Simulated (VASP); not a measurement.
TaN, 2 atoms in the cell. It takes space group Imm2 (No. 44, orthorhombic). Conventional cell: a = 3.074 Å, b = 4.348 Å, c = 3.074 Å, α = 90.00°, β = 90.00°, γ = 90.00°. Ta (site symmetry mm2) has 6 N at 1.93 to 2.45 Å within 2.6 Å. Within 2.6 Å of N (site symmetry mm2) lie 6 Ta at 1.93 to 2.45 Å.  This cell differs from its parent crystal: mode 4 frozen in at -0.244 Å and mode 6 at -0.244 Å (largest displacements).

```yaml
Program: VASP 6.6.1
Task: single point
Functional: LDA
Potentials_or_basis: VASP PAW LDA potentials, release 64 (Ta_pv, N)
Cutoff: 520 eV
k_mesh: 18 × 18 × 18
Occupations: gaussian, width 0.15 eV
Spin: no spin polarisation
Dipole_correction: no
Further_INCAR_settings: ALGO = Normal; EDIFF = 1e-06; NBANDS = 15
```

Potentials or basis: VASP PAW LDA potentials, release 64 (Ta_pv, N).

Run with:

```bash
$ cat potpaw_LDA.64/Ta_pv/POTCAR potpaw_LDA.64/N/POTCAR > POTCAR
$ mpirun -np 1 vasp_std > vasp.out
```

Hardware: 1 thread of AMD EPYC 9R45 96-Core Processor (Zen 5), with other jobs on the host.

Task: How long does it take, and how much memory?

Result: Run time: 120 s on 1 thread of AMD EPYC 9R45 96-Core Processor (Zen 5) (shared host), peak memory 0.33 GiB. Counts: scf iterations 12, k points 865.
